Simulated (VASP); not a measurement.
# AlN (a.bB) (F-43m) in VASP: further runs

Runs on AlN (a.bB). Level: PBEsol. Tasks: single point, relaxation of cell and atoms.

Everything below comes from runs of VASP 6.6.1. Logs are shortened: lines on timing, memory, paths and dates and some standing lists are left out, and cuts for length are marked.

## (1) The cell of the first run

Symmetry: F-43m, No. 216, cubic system. Conventional cell: a = 4.377 Å, b = 4.377 Å, c = 4.377 Å, α = 90.00°, β = 90.00°, γ = 90.00°. Al (site symmetry -43m) has 4 N at 1.90 Å within 2.5 Å. N (site symmetry -43m) has 4 Al at 1.90 Å within 2.5 Å.

## (2) Single point, PBEsol

Input file INCAR:

```
ALGO = Normal ; EDIFF = 1E-6
ENCUT = 600 ; GGA = PS
GGA_COMPAT = False ; ISIF = 2
ISMEAR = 0 ; LASPH = True
LCHARG = False ; LREAL = False
LWAVE = False ; NBANDS = 11
NELM = 120 ; PREC = Accurate
SIGMA = 0.02
```

Input file KPOINTS:

```
k-points
0
Gamma
  10 10 10
```

Input file POSCAR:

```
AlN
1.0
    0.0000000000      2.1886939014      2.1886939014
    2.1886939014      0.0000000000      2.1886939014
    2.1886939014      2.1886939014      0.0000000000
Al N
1 1
Direct
    0.0000000000      0.0000000000      0.0000000000
    0.2500000000      0.2500000000      0.2500000000
```

Potentials or basis: VASP PAW PBE potentials, release 64 (Al, N).

Launch:

```bash
cat potpaw_PBE.64/Al/POTCAR potpaw_PBE.64/N/POTCAR > POTCAR
mpirun -np 1 vasp_std > vasp.out
```

OUTCAR:

```text
EDIFF = 1E-6
   ENCUT = 600
   GGA = PS
   ISIF = 2
   ISMEAR = 0
   LASPH = True
   LREAL = False
   NELM = 120
   PREC = Accurate

 ion  position               nearest neighbor table
   1  0.000  0.000  0.000-   2 1.90   2 1.90   2 1.90   2 1.90
   2  0.250  0.250  0.250-   1 1.90   1 1.90   1 1.90   1 1.90

  LATTYP: Found a face centered cubic cell.
 ALAT       =     4.3773878028

  Lattice vectors:

 A1 = (   0.0000000000,   2.1886939014,   2.1886939014)
 A2 = (   2.1886939014,   0.0000000000,   2.1886939014)
 A3 = (   2.1886939014,   2.1886939014,   0.0000000000)

Analysis of symmetry for initial positions (statically):
=====================================================================
 Subroutine PRICEL returns:
 Original cell was already a primitive cell.

 Routine SETGRP: Setting up the symmetry group for a
 face centered cubic supercell.

 Subroutine GETGRP returns: Found 24 space group operations
 (whereof 24 operations were pure point group operations)
 out of a pool of 48 trial point group operations.

The static configuration has the point symmetry T_d .

Analysis of symmetry for dynamics (positions and initial velocities):
=====================================================================
 Subroutine PRICEL returns:
 Original cell was already a primitive cell.

 Routine SETGRP: Setting up the symmetry group for a
 face centered cubic supercell.

 Subroutine GETGRP returns: Found 24 space group operations
 (whereof 24 operations were pure point group operations)
 out of a pool of 48 trial point group operations.

The dynamic configuration has the point symmetry T_d .

 Subroutine INISYM returns: Found 24 space group operations
 (whereof 24 operations are pure point group operations),
 and found     1 'primitive' translations

----------------------------------------------------------------------------------------

                                     Primitive cell

  volume of cell :      20.9694

  direct lattice vectors                    reciprocal lattice vectors
     0.000000000  2.188693901  2.188693901    -0.228446746  0.228446746  0.228446746
     2.188693901  0.000000000  2.188693901     0.228446746 -0.228446746  0.228446746
     2.188693901  2.188693901  0.000000000     0.228446746  0.228446746 -0.228446746

  length of vectors
     3.095280599  3.095280599  3.095280599     0.395681371  0.395681371  0.395681371

  position of ions in fractional coordinates (direct lattice)
     0.000000000  0.000000000  0.000000000
     0.250000000  0.250000000  0.250000000

  ion indices of the primitive-cell ions
   primitive index   ion index
                 1           1
                 2           2

----------------------------------------------------------------------------------------

 KPOINTS: k-points

Automatic generation of k-mesh.
 Grid dimensions read from file:
 generate k-points for:   10   10   10

 Generating k-lattice:

  Cartesian coordinates                     Fractional coordinates (reciprocal lattice)
    -0.022844675  0.022844675  0.022844675     0.100000000  0.000000000  0.000000000
     0.022844675 -0.022844675  0.022844675     0.000000000  0.100000000  0.000000000
     0.022844675  0.022844675 -0.022844675     0.000000000  0.000000000  0.100000000

  Length of vectors
     0.039568137  0.039568137  0.039568137

  Shift w.r.t. Gamma in fractional coordinates (k-lattice)
     0.000000000  0.000000000  0.000000000

 Subroutine IBZKPT returns following result:
 ===========================================

 Found     47 irreducible k-points:

 Following reciprocal coordinates:
            Coordinates               Weight
  0.000000  0.000000  0.000000      1.000000
  0.100000  0.000000  0.000000      8.000000
  0.200000  0.000000  0.000000      8.000000
  0.300000  0.000000  0.000000      8.000000
  0.400000  0.000000  0.000000      8.000000
  0.500000  0.000000  0.000000      4.000000
[... 16 lines left out ...]
  0.300000  0.300000  0.000000      6.000000
  0.400000  0.300000  0.000000     24.000000
 [... further k-points ...]
   k-points           NKPTS =     47   k-points in BZ     NKDIM =     47   number of bands    NBANDS=     11
   number of dos      NEDOS =    301   number of ions     NIONS =      2
   total plane-waves  NPLWV =  21952
   dimension x,y,z NGX =    28 NGY =   28 NGZ =   28
   dimension x,y,z NGXF=    56 NGYF=   56 NGZF=   56
   ions per type =               1   1
   NGX,Y,Z   is equivalent  to a cutoff of  15.04, 15.04, 15.04 a.u.
   NGXF,Y,Z  is equivalent  to a cutoff of  30.08, 30.08, 30.08 a.u.
 SYSTEM =  unknown system
   PREC   = accura    normal or accurate (medium, high low for compatibility)
   ISTART =      0    job   : 0-new  1-cont  2-samecut
   ICHARG =      2    charge: 1-file 2-atom 10-const
   ISPIN  =      1    spin polarized calculation?
   LNONCOLLINEAR =      F non collinear calculations
   LSORBIT =      F    spin-orbit coupling
   LASPH  =      T    aspherical Exc in radial PAW
   ENCUT  =  600.0 eV  44.10 Ry    6.64 a.u.   6.18  6.18  6.18*2*pi/ulx,y,z
   NELM   =    120;   NELMIN=  2; NELMDL= -5     # of ELM steps
   EDIFF  = 0.1E-05   stopping-criterion for ELM
   LREAL  =      F    real-space projection
   EDIFFG = 0.1E-04   stopping-criterion for IOM
   NSW    =      0    number of steps for IOM
   IBRION =     -1    ionic relax: 0-MD 1-quasi-New 2-CG
   NFREE  =      0    steps in history (QN), initial steepest desc. (CG)
   ISIF   =      2    stress and relaxation
   ISYM   =      2    0-nonsym 1-usesym 2-fastsym
   POTIM  = 0.5000    time-step for ionic-motion
   TEBEG  =    0.0;   TEEND  =   0.0 temperature during run
   PSTRESS=    0.0 pullay stress
   NELECT =       8.0000    total number of electrons
   NUPDOWN=      -1.0000    fix difference up-down
   EMIN   =  10.00;   EMAX   =-10.00  energy-range for DOS
   EFERMI =   0.00;   METHOD = LEGACY
   ISMEAR =     0;   SIGMA  =   0.02  broadening in eV -4-tet -1-fermi 0-gaus
   EFERMI_NEDOS =   21; number of points for ismear=-14 and -15
   IALGO  =     38    algorithm
   IMIX   =      4    mixing-type and parameters
     AMIX     =   0.40;   BMIX     =  1.00
     AMIX_MAG =   1.60;   BMIX_MAG =  1.00
  volume/ion in A,a.u.               =      10.48        70.75
  Fermi-wavevector in a.u.,A,eV,Ry     =   1.187344  2.243754 19.181292  1.409785
  Thomas-Fermi vector in A             =   2.323497
   LORBIT       =      0    0 simple, 1 ext, 2 COOP (PROOUT), +10 PAW based schemes
   GGA     = PS    functional components
   LHFCALC =     F    Hartree Fock is set to
   AEXX    =    0.0000 exact exchange contribution
   IVDW    =     0    specifies the selected vdW correction
   LEPSILON=     F    determine dielectric tensor
   LRPA    =     F    only Hartree local field effects (RPA)
 non-spin polarized calculation
 Gauss-broadening in eV      SIGMA  =   0.02
  energy-cutoff  :      600.00
  volume of cell :       20.97
 maximum number of plane-waves:       725
 NGX is ok and might be reduce to    28
   NGX = 13   NGY = 13   NGZ = 13

 number of electron       7.9999999 magnetization

 Free energy of the ion-electron system (eV)
  ---------------------------------------------------
  ext. energy  EPLUGINS =         0.00000000
  ---------------------------------------------------
  free energy    TOTEN  =       -15.61303207 eV

  energy without entropy =      -15.61303207  energy(sigma->0) =      -15.61303207

 E-fermi :   5.9314     XC(G=0): -11.1011

 val. band max:        5.8171947798   @ k =   0.0000   0.0000   0.0000
 cond. band min:       9.0013564691   @ k =   0.5000   0.5000   0.0000
 fundamental gap:      3.1841616893
 Fermi energy:         5.9313729765

 k-point     1 :       0.0000    0.0000    0.0000
  band No.  band energies     occupation
      1      -9.1041      2.00000
      2       5.8172      2.00000
      3       5.8172      2.00000
      4       5.8172      2.00000
      5       9.8936      0.00000
      6      18.2231      0.00000
      7      18.2231      0.00000
      8      18.2231      0.00000
      9      23.3533      0.00000
     10      23.3533      0.00000
     11      24.6930      0.00000

 k-point     2 :       0.1000    0.0000    0.0000
  band No.  band energies     occupation
      1      -8.9571      2.00000
      2       4.9970      2.00000
      3       5.7653      2.00000
      4       5.7653      2.00000
      5      10.5595      0.00000
      6      17.8325      0.00000
      7      18.3566      0.00000
      8      18.3566      0.00000
      9      22.0824      0.00000
     10      22.0824      0.00000
     11      23.8870      0.00000

 k-point     3 :       0.2000    0.0000    0.0000
  band No.  band energies     occupation
      1      -8.5385      2.00000
      2       3.3853      2.00000
      3       5.6361      2.00000
      4       5.6361      2.00000
      5      11.6798      0.00000
      6      17.0316      0.00000
      7      18.2866      0.00000
      8      18.2866      0.00000
      9      21.5489      0.00000
     10      21.5489      0.00000
     11      23.0158      0.00000

 k-point     4 :       0.3000    0.0000    0.0000
  band No.  band energies     occupation
      1      -7.9293      2.00000
      2       1.7347      2.00000
      3       5.4881      2.00000
      4       5.4881      2.00000
      5      12.5095      0.00000
      6      16.2769      0.00000
      7      17.6273      0.00000
      8      17.6273      0.00000
      9      22.6004      0.00000
     10      22.6004      0.00000
     11      22.8269      0.00000

 k-point     5 :       0.4000    0.0000    0.0000
  band No.  band energies     occupation
      1      -7.3179      2.00000
      2       0.4443      2.00000
      3       5.3766      2.00000
      4       5.3766      2.00000
      5      12.9260      0.00000
      6      15.7418      0.00000
      7      17.0310      0.00000
      8      17.0310      0.00000
      9      23.2430      0.00000
     10      24.4151      0.00000
     11      24.4151      0.00000
[... 211 lines left out ...]
 k-point    21 :      -0.3000    0.2000    0.0000
  band No.  band energies     occupation
      1      -7.1629      2.00000
      2       1.1905      2.00000
      3       3.6076      2.00000
      4       5.2962      2.00000
      5      13.5758      0.00000
      6      14.7245      0.00000
      7      17.4471      0.00000
      8      17.9748      0.00000
      9      22.0389      0.00000
     10      24.3165      0.00000
     11      26.8988      0.00000

 k-point    22 :      -0.2000    0.2000    0.0000
  band No.  band energies     occupation
      1      -7.7293      2.00000
      2       2.0393      2.00000
      3       4.1141      2.00000
      4       5.5624      2.00000
      5      13.2541      0.00000
      6      15.6194      0.00000
      7      17.0594      0.00000
      8      18.1667      0.00000
      9      20.6234      0.00000
     10      24.0507      0.00000
     11      26.9617      0.00000

 k-point    23 :       0.3000    0.3000    0.0000
  band No.  band energies     occupation
      1      -7.5513      2.00000
      2       2.2856      2.00000
      3       4.5711      2.00000
      4       4.5711      2.00000
      5      11.0183      0.00000
      6      15.3499      0.00000
      7      17.5441      0.00000
      8      20.1487      0.00000
      9      20.1487      0.00000
     10      26.0328      0.00000
     11      29.3687      0.00000

 k-point    24 :       0.4000    0.3000    0.0000
  band No.  band energies     occupation
      1      -7.0840      2.00000
      2       1.6492      2.00000
      3       4.1042      2.00000
      4       4.4070      2.00000
      5      10.6027      0.00000
      6      15.1828      0.00000
      7      17.9141      0.00000
      8      20.2344      0.00000
      9      20.7373      0.00000
     10      26.9411      0.00000
     11      29.1687      0.00000

 [... further k-points ...]

------------------------ aborting loop because EDIFF is reached ----------------------------------------

  FORCE on cell =-STRESS in cart. coord.  units (eV):
  Direction    XX          YY          ZZ          XY          YZ          ZX
  --------------------------------------------------------------------------------------
  -------------------------------------------------------------------------------------
  Total       -0.0161673     -0.0161673     -0.0161673      0.0000000     -0.0000000      0.0000000
  in kB       -1.2352744     -1.2352744     -1.2352744      0.0000000     -0.0000000      0.0000000
  external PRESSURE =      -1.2352744 kB  Pullay stress =       0.0000000 kB

 VOLUME and BASIS-vectors are now :
 -----------------------------------------------------------------------------
  energy-cutoff  :      600.00
  volume of cell :       20.97
      direct lattice vectors                 reciprocal lattice vectors
     0.000000000  2.188693901  2.188693901    -0.228446746  0.228446746  0.228446746
     2.188693901  0.000000000  2.188693901     0.228446746 -0.228446746  0.228446746
     2.188693901  2.188693901  0.000000000     0.228446746  0.228446746 -0.228446746

 POSITION                                       TOTAL-FORCE (eV/Angst)
 -----------------------------------------------------------------------------------
      0.00000      0.00000      0.00000        -0.000000     -0.000000     -0.000000
      1.09435      1.09435      1.09435         0.000000      0.000000      0.000000
 -----------------------------------------------------------------------------------
    total drift:                                0.000000      0.000000      0.000000

  FREE ENERGIE OF THE ION-ELECTRON SYSTEM (eV)
  ---------------------------------------------------
  free  energy   TOTEN  =       -15.6130320670 eV

  energy  without entropy=      -15.6130320670  energy(sigma->0) =      -15.61303207
```

Wall time 9.2 s (1 thread of Intel Xeon Platinum 8488C (Sapphire Rapids), shared host); peak memory 0.15 GiB.

Results:

```yaml
Free_energy: -15.6130 eV
Pressure: -0.1 GPa
Band_gap_on_the_k_mesh: 3.18 eV, indirect (least direct gap 4.08 eV)
```

Caveat: the PAW data sets were made with another functional, which shifts forces and pressure a little. PBEsol gaps usually lie below the measured ones, often by a third to a half.

## (3) Single point, PBEsol

Input file INCAR:

```
SYSTEM = AlN
PREC = Accurate
ENCUT = 600
EDIFF = 1E-6
ISMEAR = 0
SIGMA = 0.02
LREAL = .FALSE.
LASPH = .TRUE.
NELM = 120
ALGO = Normal
ISIF = 2
LWAVE = .FALSE.
LCHARG = .FALSE.
GGA = PS
NBANDS = 11
GGA_COMPAT = .FALSE.
```

Input file KPOINTS:

```
regular mesh
0
G
  10 10 10
  0 0 0
```

POSCAR is that of step 2.

Potentials or basis: VASP PAW PBE potentials, release 64 (Al, N).

Launch:

```bash
cat potpaw_PBE.64/Al/POTCAR potpaw_PBE.64/N/POTCAR > POTCAR
mpirun -np 1 vasp_std > vasp.out
```

OUTCAR:

```text
SYSTEM = AlN
   PREC = Accurate
   ENCUT = 600
   EDIFF = 1E-6
   ISMEAR = 0
   LREAL = .FALSE.
   LASPH = .TRUE.
   NELM = 120
   ISIF = 2
   GGA = PS

 ion  position               nearest neighbor table
   1  0.000  0.000  0.000-   2 1.90   2 1.90   2 1.90   2 1.90
   2  0.250  0.250  0.250-   1 1.90   1 1.90   1 1.90   1 1.90

  LATTYP: Found a face centered cubic cell.
 ALAT       =     4.3773878028

  Lattice vectors:

 A1 = (   0.0000000000,   2.1886939014,   2.1886939014)
 A2 = (   2.1886939014,   0.0000000000,   2.1886939014)
 A3 = (   2.1886939014,   2.1886939014,   0.0000000000)

Analysis of symmetry for initial positions (statically):
=====================================================================
 Subroutine PRICEL returns:
 Original cell was already a primitive cell.

 Routine SETGRP: Setting up the symmetry group for a
 face centered cubic supercell.

 Subroutine GETGRP returns: Found 24 space group operations
 (whereof 24 operations were pure point group operations)
 out of a pool of 48 trial point group operations.

The static configuration has the point symmetry T_d .

Analysis of symmetry for dynamics (positions and initial velocities):
[... 172 lines left out ...]
      4       5.8172      2.00000
      5       9.8936      0.00000
      6      18.2231      0.00000
      7      18.2231      0.00000
      8      18.2231      0.00000
      9      23.3533      0.00000
     10      23.3533      0.00000
     11      24.6930      0.00000
[... 309 lines left out ...]
 k-point    24 :       0.4000    0.3000    0.0000
  band No.  band energies     occupation
      1      -7.0840      2.00000
      2       1.6492      2.00000
      3       4.1042      2.00000
      4       4.4070      2.00000
      5      10.6027      0.00000
      6      15.1828      0.00000
      7      17.9141      0.00000
      8      20.2344      0.00000
      9      20.7373      0.00000
     10      26.9411      0.00000
     11      29.1687      0.00000

 [... further k-points ...]

------------------------ aborting loop because EDIFF is reached ----------------------------------------

  FORCE on cell =-STRESS in cart. coord.  units (eV):
  Direction    XX          YY          ZZ          XY          YZ          ZX
  --------------------------------------------------------------------------------------
  -------------------------------------------------------------------------------------
  Total       -0.0161673     -0.0161673     -0.0161673      0.0000000     -0.0000000      0.0000000
  in kB       -1.2352744     -1.2352744     -1.2352744      0.0000000     -0.0000000      0.0000000
  external PRESSURE =      -1.2352744 kB  Pullay stress =       0.0000000 kB

 VOLUME and BASIS-vectors are now :
 -----------------------------------------------------------------------------
  energy-cutoff  :      600.00
  volume of cell :       20.97
      direct lattice vectors                 reciprocal lattice vectors
     0.000000000  2.188693901  2.188693901    -0.228446746  0.228446746  0.228446746
     2.188693901  0.000000000  2.188693901     0.228446746 -0.228446746  0.228446746
     2.188693901  2.188693901  0.000000000     0.228446746  0.228446746 -0.228446746

 POSITION                                       TOTAL-FORCE (eV/Angst)
 -----------------------------------------------------------------------------------
      0.00000      0.00000      0.00000        -0.000000     -0.000000     -0.000000
      1.09435      1.09435      1.09435         0.000000      0.000000      0.000000
 -----------------------------------------------------------------------------------
    total drift:                                0.000000      0.000000      0.000000

  FREE ENERGIE OF THE ION-ELECTRON SYSTEM (eV)
  ---------------------------------------------------
  free  energy   TOTEN  =       -15.6130320670 eV

  energy  without entropy=      -15.6130320670  energy(sigma->0) =      -15.61303207
```

OSZICAR:

```text
N       E                     dE             d eps       ncg     rms          rms(c)
DAV:   1     0.129767642135E+02    0.12977E+02   -0.43481E+03  1050   0.694E+02
DAV:   2    -0.167604322580E+02   -0.29737E+02   -0.28062E+02  1241   0.149E+02
DAV:   3    -0.178274110350E+02   -0.10670E+01   -0.10656E+01  1293   0.276E+01
DAV:   4    -0.178331062134E+02   -0.56952E-02   -0.56948E-02  1181   0.213E+00
DAV:   5    -0.178331754357E+02   -0.69222E-04   -0.69222E-04  1250   0.231E-01    0.825E+00
DAV:   6    -0.156536626239E+02    0.21795E+01   -0.10836E+01  1271   0.170E+01    0.281E+00
DAV:   7    -0.156313861082E+02    0.22277E-01   -0.15000E-01  1187   0.300E+00    0.199E+00
DAV:   8    -0.156143029754E+02    0.17083E-01   -0.28008E-02  1157   0.167E+00    0.558E-01
DAV:   9    -0.156130248347E+02    0.12781E-02   -0.35050E-03  1261   0.388E-01    0.228E-01
DAV:  10    -0.156130309571E+02   -0.61225E-05   -0.30506E-04  1154   0.118E-01    0.164E-02
DAV:  11    -0.156130321841E+02   -0.12270E-05   -0.24898E-06  1256   0.140E-02    0.147E-02
DAV:  12    -0.156130320670E+02    0.11710E-06   -0.40741E-07   670   0.543E-03
   1 F= -.15613032E+02 E0= -.15613032E+02  d E =-.237223E-18
```

Run time: 8.7 s. Hardware: 1 thread of Intel Xeon Platinum 8488C (Sapphire Rapids), shared host; peak memory 0.15 GiB.

Results:

```yaml
Free_energy: -15.6130 eV
Pressure: -0.1 GPa
Band_gap_on_the_k_mesh: 3.18 eV, indirect (least direct gap 4.08 eV)
```

Caveat: the PAW data sets were made with another functional, which shifts forces and pressure a little. A k mesh can miss the band edges.

[end of part 1 of 2]
